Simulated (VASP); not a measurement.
# Ag (P6_3/mmc) in VASP: a series of runs, part 2 of 2

VASP 6.6.1. The steps go on from the part before.

### Step 5. Single point, PBEsol (strain +0.1125 x Voigt [0, 0, 1, 0, 0, 0])

File INCAR:

```
SYSTEM = Ag
PREC = Accurate
ENCUT = 520
EDIFF = 1E-7
ISMEAR = 0
SIGMA = 0.15
LREAL = .FALSE.
LASPH = .TRUE.
NELM = 100
ALGO = Fast
ISIF = 2
LWAVE = .FALSE.
LCHARG = .TRUE.
GGA = PS
LELF = .TRUE.
LVHAR = .TRUE.
NBANDS = 18
```

File KPOINTS:

```
Automatic mesh
0
G
  18 18 10
  0 0 0
```

File POSCAR:

```
Ag
1.0
    2.9299980804      0.0000000000      0.0000000000
   -1.4649990402      2.5374527707      0.0000000000
    0.0000000000      0.0000000000      5.3288750000
Ag
2
Direct
    0.3333333333      0.6666666667      0.2500000000
    0.6666666667      0.3333333333      0.7500000000
```

Potentials or basis: VASP PAW PBE potentials, release 64 (Ag).

The run is started by

```console
cat potpaw_PBE.64/Ag/POTCAR > POTCAR
mpirun -np 1 vasp_std > vasp.out
```

OUTCAR:

```text
SYSTEM = Ag
   PREC = Accurate
   ENCUT = 520
   EDIFF = 1E-7
   ISMEAR = 0
   LREAL = .FALSE.
   LASPH = .TRUE.
   NELM = 100
   ISIF = 2
   GGA = PS

 ion  position               nearest neighbor table
   1  0.333  0.667  0.250-   2 3.16   2 3.16   2 3.16   2 3.16   2 3.16   2 3.16
   2  0.667  0.333  0.750-   1 3.16   1 3.16   1 3.16   1 3.16   1 3.16   1 3.16

  LATTYP: Found a hexagonal cell.
 ALAT       =     2.9299980804
 C/A-ratio  =     1.8187298605

  Lattice vectors:

 A1 = (   2.9299980804,   0.0000000000,   0.0000000000)
 A2 = (  -1.4649990402,   2.5374527707,   0.0000000000)
 A3 = (   0.0000000000,   0.0000000000,   5.3288750000)

Analysis of symmetry for initial positions (statically):
=====================================================================
 Subroutine PRICEL returns:
 Original cell was already a primitive cell.

 Routine SETGRP: Setting up the symmetry group for a
 hexagonal supercell.

 Subroutine GETGRP returns: Found 24 space group operations
 (whereof 12 operations were pure point group operations)
 out of a pool of 24 trial point group operations.

The static configuration has the point symmetry D_3d.
 The point group associated with its full space group is D_6h.

Analysis of symmetry for dynamics (positions and initial velocities):
=====================================================================
 Subroutine PRICEL returns:
 Original cell was already a primitive cell.

 Routine SETGRP: Setting up the symmetry group for a
 hexagonal supercell.

 Subroutine GETGRP returns: Found 24 space group operations
 (whereof 12 operations were pure point group operations)
 out of a pool of 24 trial point group operations.

The dynamic configuration has the point symmetry D_3d.
 The point group associated with its full space group is D_6h.

 Subroutine INISYM returns: Found 24 space group operations
 (whereof 12 operations are pure point group operations),
 and found     1 'primitive' translations

[... 110 lines left out ...]
   EFERMI_NEDOS =   21; number of points for ismear=-14 and -15
   IALGO  =     68    algorithm
   IMIX   =      4    mixing-type and parameters
     AMIX     =   0.40;   BMIX     =  1.00
     AMIX_MAG =   1.60;   BMIX_MAG =  1.00
  volume/ion in A,a.u.               =      19.81       133.68
  Fermi-wavevector in a.u.,A,eV,Ry     =   1.345598  2.542812 24.635184  1.810635
  Thomas-Fermi vector in A             =   2.473498
   LORBIT       =      0    0 simple, 1 ext, 2 COOP (PROOUT), +10 PAW based schemes
   GGA     = PS    functional components
   LHFCALC =     F    Hartree Fock is set to
   AEXX    =    0.0000 exact exchange contribution
   IVDW    =     0    specifies the selected vdW correction
   LEPSILON=     F    determine dielectric tensor
   LRPA    =     F    only Hartree local field effects (RPA)
 non-spin polarized calculation
 RMM-DIIS sequential band-by-band and
 Gauss-broadening in eV      SIGMA  =   0.15
  energy-cutoff  :      520.00
  volume of cell :       39.62
 maximum number of plane-waves:      1097
 NGX is ok and might be reduce to    24
   NGX = 11   NGY = 11   NGZ = 19

 number of electron      22.0000004 magnetization

 Free energy of the ion-electron system (eV)
  ---------------------------------------------------
  ext. energy  EPLUGINS =         0.00000000
  ---------------------------------------------------
  free energy    TOTEN  =        -6.27697300 eV

  energy without entropy =       -6.26936189  energy(sigma->0) =       -6.27316745

 E-fermi :   6.3229     XC(G=0): -11.5301

 val. band max:        6.3127165211   @ k =   0.1667   0.1111   0.2000
 cond. band min:       6.3633861911   @ k =   0.4444   0.0000   0.4000
 fundamental gap:      0.0506696700
 Fermi energy:         6.3229056164

 k-point     1 :       0.0000    0.0000    0.0000
  band No.  band energies     occupation
      1      -0.4827      2.00000
      2       0.6222      2.00000
      3       1.6905      2.00000
      4       2.0593      2.00000
      5       2.0593      2.00000
      6       2.1745      2.00000
[... 481 lines left out ...]
      5       2.2851      2.00000
      6       2.3656      2.00000
[... 10 lines left out ...]
     17      16.0355      0.00000
     18      20.8276      0.00000

 [... further k-points ...]
[... 5 lines left out ...]
  --------------------------------------------------------------------------------------
  -------------------------------------------------------------------------------------
  Total       -2.4561686     -2.4561686     -3.5977764      0.0000000      0.0000000      0.0000000
  in kB      -99.3271393    -99.3271393   -145.4936067      0.0000000      0.0000000      0.0000000
  external PRESSURE =    -114.7159617 kB  Pullay stress =       0.0000000 kB

 VOLUME and BASIS-vectors are now :
 -----------------------------------------------------------------------------
  energy-cutoff  :      520.00
  volume of cell :       39.62
      direct lattice vectors                 reciprocal lattice vectors
     2.929998080  0.000000000  0.000000000     0.341297152  0.197048003  0.000000000
    -1.464999040  2.537452771  0.000000000     0.000000000  0.394096005  0.000000000
     0.000000000  0.000000000  5.328875000     0.000000000  0.000000000  0.187656869

 POSITION                                       TOTAL-FORCE (eV/Angst)
 -----------------------------------------------------------------------------------
     -0.00000      1.69164      1.33222        -0.000000      0.000000      0.000000
      1.46500      0.84582      3.99666         0.000000     -0.000000      0.000000
 -----------------------------------------------------------------------------------
    total drift:                               -0.000000      0.000000     -0.000000

  FREE ENERGIE OF THE ION-ELECTRON SYSTEM (eV)
  ---------------------------------------------------
  free  energy   TOTEN  =        -6.2769730005 eV

  energy  without entropy=       -6.2693618935  energy(sigma->0) =       -6.27316745
```

OSZICAR:

```text
N       E                     dE             d eps       ncg     rms          rms(c)
DAV:   1     0.122016349932E+03    0.12202E+03   -0.11584E+04  8016   0.119E+03
DAV:   2    -0.486136472052E+01   -0.12688E+03   -0.12021E+03  8326   0.259E+02
DAV:   3    -0.684798816841E+01   -0.19866E+01   -0.19796E+01  9246   0.366E+01
DAV:   4    -0.685402970496E+01   -0.60415E-02   -0.60411E-02  8788   0.199E+00
DAV:   5    -0.685408293770E+01   -0.53233E-04   -0.53233E-04  8738   0.201E-01    0.566E+00
RMM:   6    -0.629046501197E+01    0.56362E+00   -0.15335E+00  7996   0.983E+00    0.351E+00
RMM:   7    -0.628224778927E+01    0.82172E-02   -0.18664E-02  8340   0.129E+00    0.218E+00
RMM:   8    -0.627698013988E+01    0.52676E-02   -0.11017E-03  8407   0.321E-01    0.179E-01
RMM:   9    -0.627696879619E+01    0.11344E-04   -0.18290E-04  8665   0.106E-01    0.426E-02
RMM:  10    -0.627697174037E+01   -0.29442E-05   -0.29480E-05  8642   0.410E-02    0.192E-02
RMM:  11    -0.627697296448E+01   -0.12241E-05   -0.76716E-06  8690   0.171E-02    0.763E-03
RMM:  12    -0.627697296277E+01    0.17130E-08   -0.13279E-06  8397   0.798E-03    0.411E-03
RMM:  13    -0.627697300050E+01   -0.37733E-07   -0.39113E-07  6726   0.347E-03
   1 F= -.62769730E+01 E0= -.62731674E+01  d E =-.761111E-02
```

It took 68 s on 1 thread of AMD EPYC 9R45 (Zen 5), shared host; peak memory 0.22 GiB.

What came out:

| Item | Value |
| --- | --- |
| Free energy | -6.2770 eV |
| Pressure | -11.5 GPa |
| Band gap on the k mesh | zero (band 11 reaches 10.52 eV, above the bottom of band 12 at 3.14 eV) |

Stress tensor (GPa, compression positive):
```
 -9.93   0.00   0.00
  0.00  -9.93   0.00
  0.00   0.00 -14.55
```

Levels at points of the mesh, in eV from the Fermi level:
| k point | band 9 | band 10 | band 11 | band 12 | band 13 | band 14 |
| --- | --- | --- | --- | --- | --- | --- |
| (0.00, 0.00, 0.00) | -3.49 | -2.98 | -2.98 | -0.66 | 1.57 | 14.41 |
| (0.50, 0.00, 0.00) | -2.67 | -2.62 | 0.44 | 1.63 | 5.64 | 6.20 |
| (0.00, 0.00, 0.50) | -3.19 | -3.19 | -3.19 | -3.19 | 7.97 | 7.97 |
| (0.50, 0.00, 0.50) | -2.64 | -2.64 | 1.02 | 1.02 | 4.06 | 4.06 |

Caveat: the cell differs from its parent crystal (strain +0.1125 x Voigt [0, 0, 1, 0, 0, 0]); the PAW data sets were made with another functional, which shifts forces and pressure a little.

### Step 6. Summary

| cell | further INCAR settings | gap on the mesh (eV) | pressure (GPa) |
| --- | --- | --- | --- |
| a = 2.930, b = 2.930, c = 4.610 Å, angles 90.0, 90.0, 120.0°, 2 atoms | ALGO = Fast; EDIFF = 1e-07; NBANDS = 18 | none | -2.8 |
| a = 2.930, b = 2.930, c = 4.970 Å, angles 90.0, 90.0, 120.0°, 2 atoms | ALGO = Fast; EDIFF = 1e-06; NBANDS = 18 | none | -8.8 |
| a = 2.930, b = 2.930, c = 5.149 Å, angles 90.0, 90.0, 120.0°, 2 atoms | ALGO = Fast; EDIFF = 1e-06; NBANDS = 18 | none | -10.5 |
| a = 2.930, b = 2.930, c = 5.329 Å, angles 90.0, 90.0, 120.0°, 2 atoms | ALGO = Fast; EDIFF = 1e-07; NBANDS = 18 | none | -11.5 |

Alike in all rows: task single point; level PBEsol; potentials or basis VASP PAW PBE potentials, release 64 (Ag); no spin polarisation; k mesh 18 × 18 × 10; cutoff (eV) 520; smearing gaussian 0.15 eV.

Caveats: the PAW data sets were made with another functional, which shifts forces and pressure a little.

Total energies depend on the potentials used, so only differences within one code and one set of settings carry meaning.
